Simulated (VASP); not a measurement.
**Si (a cell with a defect): single point with PBE+D3(BJ)**

Si (a cell with a defect):

```
CELL_PARAMETERS angstrom
0.00000 5.43000 5.43000
5.43000 0.00000 5.43000
5.43000 5.43000 0.00000
ATOMIC_POSITIONS crystal
Si 0.97436 0.97521 0.07571
Si 0.13065 0.13233 0.12944
Si 0.01784 0.01763 0.50381
Si 0.10180 0.10192 0.69446
Si 0.00370 0.50358 0.99046
Si 0.13051 0.60797 0.13035
Si 0.01733 0.46086 0.50440
Si 0.13438 0.62376 0.61823
Si 0.50192 0.00530 0.99014
Si 0.60726 0.13234 0.12911
Si 0.46066 0.01771 0.50363
Si 0.62362 0.13481 0.61780
Si 0.50164 0.50369 0.99037
Si 0.63251 0.63406 0.10034
Si 0.50872 0.50937 0.47288
Si 0.62352 0.62379 0.61809
Si 0.83613 0.83647 0.49128
```

* Program: VASP 6.6.1
* Task: single point
* Functional: PBE
* Dispersion: D3(BJ)
* Potentials or basis: VASP PAW PBE potentials, release 64 (Si)
* Cutoff: 520 eV
* k mesh: 2 × 2 × 2
* Occupations: gaussian, width 0.05 eV
* Spin: no spin polarisation

The pressure is 1.4 GPa. The largest force is 0.028 eV/Å, the band gap on the k mesh is zero (bands 34 and 35 overlap by 0.07 eV) and the dispersion energy per atom is -0.332 eV.

Forces in eV/Å, atoms in the order of the input:
```
Si   0.007  0.000 -0.001
Si  -0.004  0.010 -0.011
Si   0.014  0.002  0.004
Si  -0.022 -0.012  0.012
Si  -0.014  0.005 -0.004
Si  -0.001 -0.010  0.015
Si   0.004  0.013 -0.018
Si   0.002 -0.004  0.007
Si   0.008 -0.001  0.012
Si   0.006  0.013 -0.014
Si   0.005 -0.006  0.003
Si   0.001 -0.003 -0.002
Si  -0.020  0.008 -0.007
Si   0.001 -0.005  0.002
Si   0.007  0.014 -0.011
Si   0.005 -0.007  0.004
Si   0.001 -0.019  0.008
```

Stress tensor (GPa, compression positive):
```
 1.45 -0.50  0.49
-0.50  1.44  0.50
 0.49  0.50  1.44
```

Levels at points of the mesh, in eV from the Fermi level:
| k point | band 30 | band 31 | band 32 | band 33 | band 34 | band 35 | band 36 | band 37 | band 38 | band 39 |
| --- | --- | --- | --- | --- | --- | --- | --- | --- | --- | --- |
| (0.00, 0.00, 0.00) | -1.46 | -1.14 | -0.71 | -0.71 | -0.50 | -0.06 | -0.05 | 0.26 | 0.26 | 0.78 |
| (0.50, 0.00, 0.00) | -1.46 | -1.39 | -1.36 | -0.88 | -0.17 | 0.19 | 0.70 | 0.92 | 1.05 | 1.32 |
| (0.00, 0.50, 0.00) | -1.46 | -1.38 | -1.36 | -0.87 | -0.17 | 0.19 | 0.70 | 0.93 | 1.05 | 1.33 |
| (0.00, 0.00, 0.50) | -1.37 | -1.37 | -1.31 | -1.31 | -0.26 | 0.37 | 0.38 | 1.19 | 1.19 | 1.22 |
| (0.50, 0.50, 0.50) | -1.46 | -1.39 | -1.36 | -0.88 | -0.17 | 0.19 | 0.70 | 0.92 | 1.05 | 1.33 |
| (0.50, 0.50, 0.00) | -1.95 | -1.89 | -1.72 | -0.78 | 0.01 | 0.39 | 1.30 | 1.46 | 1.57 | 1.92 |
| (0.00, 0.50, 0.50) | -1.95 | -1.89 | -1.72 | -0.78 | 0.01 | 0.39 | 1.30 | 1.46 | 1.57 | 1.92 |
| (0.50, 0.00, 0.50) | -1.95 | -1.89 | -1.72 | -0.78 | 0.01 | 0.39 | 1.30 | 1.46 | 1.57 | 1.92 |

It took 6 min on 1 thread of Intel Xeon 8259CL, on a shared host, peak memory 0.47 GiB.

Caveat: the k points lie up to 0.50 Å⁻¹ apart.
